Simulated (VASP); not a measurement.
Set up this calculation in VASP 6.6.1, as the native input.

```
Task                   : single point
Functional             : r2SCAN
Potentials or basis    : VASP PAW PBE potentials, release 64 (Rb_sv)
Cutoff                 : 520 eV
k mesh                 : 9 × 9 × 6
Occupations            : gaussian, width 0.1 eV
Spin                   : no spin polarisation
Dipole correction      : no
Further INCAR settings : ALGO = Normal; EDIFF = 1e-06; NBANDS = 16
```

Rb:

```
CELL_PARAMETERS angstrom
4.98644 0.00000 0.00000
-2.49322 4.31839 0.00000
0.00000 0.00000 8.54336
ATOMIC_POSITIONS crystal
Rb 0.33333 0.66667 0.25000
Rb 0.66667 0.33333 0.75000
```

This cell differs from its parent crystal: biaxial strain in the a-b plane: -2.0 %.

The input as run:

POSCAR

```
Rb
1.0
    4.9864428365      0.0000000000      0.0000000000
   -2.4932214182      4.3183861709      0.0000000000
    0.0000000000      0.0000000000      8.5433626758
Rb
2
Direct
    0.3333333333      0.6666666667      0.2500000000
    0.6666666667      0.3333333333      0.7500000000
```

INCAR.step1

```
SYSTEM = Rb
PREC     = Accurate       ! precision mode
ENCUT    = 520            ! plane-wave cutoff, eV
ISMEAR   = 0              ! smearing method
SIGMA    = 0.1            ! smearing width, eV
LREAL    = .FALSE.        ! projectors in reciprocal space
LASPH    = .TRUE.         ! aspherical terms in the spheres
NELM     = 80             ! most SCF steps
NBANDS   = 16             ! bands
GGA      = PE             ! functional
ALGO     = Normal         ! electronic algorithm
EDIFF    = 1E-4           ! SCF threshold, eV
LWAVE    = .TRUE.         ! write WAVECAR
LCHARG   = .FALSE.        ! write CHGCAR
```

INCAR.step2

```
SYSTEM = Rb
PREC     = Accurate       ! precision mode
ENCUT    = 520            ! plane-wave cutoff, eV
EDIFF    = 1E-6           ! SCF threshold, eV
ISMEAR   = 0              ! smearing method
SIGMA    = 0.1            ! smearing width, eV
LREAL    = .FALSE.        ! projectors in reciprocal space
LASPH    = .TRUE.         ! aspherical terms in the spheres
NELM     = 80             ! most SCF steps
ALGO     = Normal         ! electronic algorithm
ISIF     = 2              ! what is computed and relaxed
LWAVE    = .FALSE.        ! write WAVECAR
LCHARG   = .FALSE.        ! write CHGCAR
METAGGA  = R2SCAN         ! meta-GGA
LMIXTAU  = .TRUE.       
NBANDS   = 16             ! bands
ISTART   = 1
```

KPOINTS

```
Automatic mesh
0
G
  9 9 6
  0 0 0
```

Potentials or basis: VASP PAW PBE potentials, release 64 (Rb_sv).

The run is started by

```sh
$ cat potpaw_PBE.64/Rb_sv/POTCAR > POTCAR
$ cp INCAR.step1 INCAR
$ mpirun -np 1 vasp_std > vasp.out
$ cp INCAR.step2 INCAR
$ mpirun -np 1 vasp_std > vasp.out
```

It gave:

```yaml
Pressure: 0.1 GPa
Band_gap_on_the_k_mesh: zero (bands 9 and 10 overlap by 2.52 eV)
```

Caveat: the cell differs from its parent crystal (biaxial strain in the a-b plane: -2.0 %); the PAW data sets were made with another functional, which shifts forces and pressure a little.

Run time: 14 min on 1 thread of Oxide Virtual Turin-like Processor (shared host), peak memory 0.37 GiB.
